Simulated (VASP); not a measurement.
Write the native input for VASP 6.6.1 that does the following.

* Task: density of states
* Functional: PBE
* Potentials or basis: VASP PAW PBE potentials, release 64 (Os, Sb)
* Cutoff: 520 eV
* k mesh: 12 × 12 × 12
* Occupations: fermi-dirac, width 0.05 eV
* Spin: no spin polarisation
* Dipole correction: no
* k mesh for the DOS: 18 × 18 × 18
* Occupations for the DOS: tetrahedron
* Further INCAR settings: ALGO = Normal; EDIFF = 1e-06; NBANDS = 14

SbOs (CsCl type):

```xyz
2
Lattice="3.2920 0.0000 0.0000 0.0000 3.2920 0.0000 0.0000 0.0000 3.2920" Properties=species:S:1:pos:R:3 pbc="T T T"
Os    0.0000    0.0000    0.0000
Sb    1.6460    1.6460    1.6460
```

One way to write it, as run:

POSCAR

```
SbOs
1.0
    3.2920467046      0.0000000000      0.0000000000
    0.0000000000      3.2920467046      0.0000000000
    0.0000000000      0.0000000000      3.2920467046
Os Sb
1 1
Direct
    0.0000000000      0.0000000000      0.0000000000
    0.5000000000      0.5000000000      0.5000000000
```

INCAR.step1

```
SYSTEM = SbOs
PREC     = Accurate       ! precision mode
ENCUT    = 520            ! plane-wave cutoff, eV
EDIFF    = 1E-6           ! SCF threshold, eV
ISMEAR   = -1             ! smearing method
SIGMA    = 0.05           ! smearing width, eV
LREAL    = .FALSE.        ! projectors in reciprocal space
LASPH    = .TRUE.         ! aspherical terms in the spheres
NELM     = 80             ! most SCF steps
ALGO     = Normal         ! electronic algorithm
ISIF     = 2              ! what is computed and relaxed
LWAVE    = .FALSE.        ! write WAVECAR
LCHARG   = .TRUE.         ! write CHGCAR
LMAXMIX  = 4              ! l up to which the mixer works
GGA      = PE             ! functional
NBANDS   = 14             ! bands
```

KPOINTS.step1

```
Automatic mesh
0
G
  12 12 12
  0 0 0
```

INCAR.step2

```
SYSTEM = SbOs
PREC     = Accurate       ! precision mode
ENCUT    = 520            ! plane-wave cutoff, eV
EDIFF    = 1E-6           ! SCF threshold, eV
ISMEAR   = -5             ! smearing method
SIGMA    = 0.05           ! smearing width, eV
LREAL    = .FALSE.        ! projectors in reciprocal space
LASPH    = .TRUE.         ! aspherical terms in the spheres
NELM     = 80             ! most SCF steps
ALGO     = Normal         ! electronic algorithm
ISIF     = 2              ! what is computed and relaxed
LWAVE    = .FALSE.        ! write WAVECAR
LCHARG   = .FALSE.        ! write CHGCAR
LMAXMIX  = 4              ! l up to which the mixer works
GGA      = PE             ! functional
LORBIT   = 11             ! projections on sites
NBANDS   = 14             ! bands
NEDOS    = 1001           ! points of the DOS
ICHARG   = 11             ! starting density
```

KPOINTS.step2

```
Automatic mesh
0
G
  18 18 18
  0 0 0
```

Potentials or basis: VASP PAW PBE potentials, release 64 (Os, Sb).

Command:

```sh
$ cat potpaw_PBE.64/Os/POTCAR potpaw_PBE.64/Sb/POTCAR > POTCAR
$ cp INCAR.step1 INCAR
$ cp KPOINTS.step1 KPOINTS
$ mpirun -np 1 vasp_std > vasp.out
$ cp INCAR.step2 INCAR
$ cp KPOINTS.step2 KPOINTS
$ mpirun -np 1 vasp_std > vasp.out
```

It gave:

The valence electrons inside the program's atomic spheres are Os 7.07; Sb 2.42.

Caveat: spin-orbit coupling is left out, which moves the levels of the heavy elements.

Wall time 43 s on 1 thread of AMD EPYC 7R13 Processor (Zen 3), on a shared host, peak memory 0.2 GiB.
